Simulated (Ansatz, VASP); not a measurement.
BN: VASP beside Ansatz

POSCAR

```
BN
1.0
    2.5058070255      0.0000000000      0.0000000000
   -1.2529035128      2.1700925411      0.0000000000
    0.0000000000      0.0000000000      4.1446287606
B N
2 2
Direct
    0.6666666667      0.3333333333      0.9997995909
    0.3333333333      0.6666666667      0.4997995909
    0.6666666667      0.3333333333      0.6252004091
    0.3333333333      0.6666666667      0.1252004091
```

Contents of INCAR.step1:

```
SYSTEM = BN
PREC     = Accurate       ! precision mode
ENCUT    = 520            ! plane-wave cutoff, eV
ISMEAR   = 0              ! smearing method
SIGMA    = 0.05           ! smearing width, eV
LREAL    = .False.        ! projectors in reciprocal space
LASPH    = .True.         ! aspherical terms in the spheres
NELM     = 80             ! most SCF steps
NBANDS   = 16             ! bands
GGA      = PE             ! functional
ALGO     = Normal         ! electronic algorithm
EDIFF    = 1E-4           ! SCF threshold, eV
LWAVE    = .True.         ! write WAVECAR
LCHARG   = .False.        ! write CHGCAR
```

INCAR.step2

```
SYSTEM = BN
PREC     = Accurate       ! precision mode
ENCUT    = 520            ! plane-wave cutoff, eV
EDIFF    = 1E-7           ! SCF threshold, eV
ISMEAR   = 0              ! smearing method
SIGMA    = 0.05           ! smearing width, eV
LREAL    = .False.        ! projectors in reciprocal space
LASPH    = .True.         ! aspherical terms in the spheres
NELM     = 80             ! most SCF steps
ALGO     = Normal         ! electronic algorithm
ISIF     = 2              ! what is computed and relaxed
LWAVE    = .False.        ! write WAVECAR
LCHARG   = .False.        ! write CHGCAR
METAGGA  = R2SCAN         ! meta-GGA
LMIXTAU  = .True.       
NBANDS   = 16             ! bands
ISTART   = 1
```

KPOINTS

```
Automatic mesh
0
Gamma
  12 12 6
  0 0 0
```

Input for Ansatz:

```yaml
crystal:
  lattice:
    - [2.5058070255, 0.0, 0.0]
    - [-1.2529035128, 2.1700925411, 0.0]
    - [0.0, 0.0, 4.1446287606]
  atoms:
    - { symbol: B, position: [0.6666666667, 0.3333333333, 0.9997995909] }
    - { symbol: B, position: [0.3333333333, 0.6666666667, 0.4997995909] }
    - { symbol: "N", position: [0.6666666667, 0.3333333333, 0.6252004091] }
    - { symbol: "N", position: [0.3333333333, 0.6666666667, 0.1252004091] }
basis:
  ecutwfc: 500
kpoints:
  mp_grid: { grid: [12, 12, 6] }
hamiltonian:
  xc: r2scan
scf:
  occupations: { method: gaussian, width: 0.05 }
output:
  forces: true
  stress: true
  eigenvalues: true
```

Change from the starting cell: strain -0.015 along x and y, -0.015 along z, atoms carried along.

Alike in both runs: task single point; functional r2SCAN; k mesh 12 × 12 × 6; occupations gaussian, width 0.05 eV; no spin polarisation.

|  | VASP | Ansatz |
| --- | --- | --- |
| version | VASP 6.6.1 | Ansatz 0.2.0 |
| potentials or method | VASP PAW PBE potentials, release 64 (B, N), cutoff 520 eV | scalar-relativistic, plane waves, PAW |
| valence electrons in the cell | 16 | 16 |

```tsv
	VASP	Ansatz	Ansatz less VASP
gap on the k mesh at the Fermi level (eV)	5.65	5.69	+0.038
least direct gap on the mesh (eV)	9.21	9.24	+0.035
pressure (GPa)	20.6	19.3	-1.30
traceless stress, the component that is largest in VASP (GPa)	0.16	0.15	-0.010
rms of the force components (eV/Å)	0.023	0.021	-0.0018
```

VASP's potentials were made for PBE, not for r2SCAN. Atom by atom the forces differ by 0.002 eV/Å (rms over components). With one functional, cell and mesh, what is left measures potentials, basis and numerics.
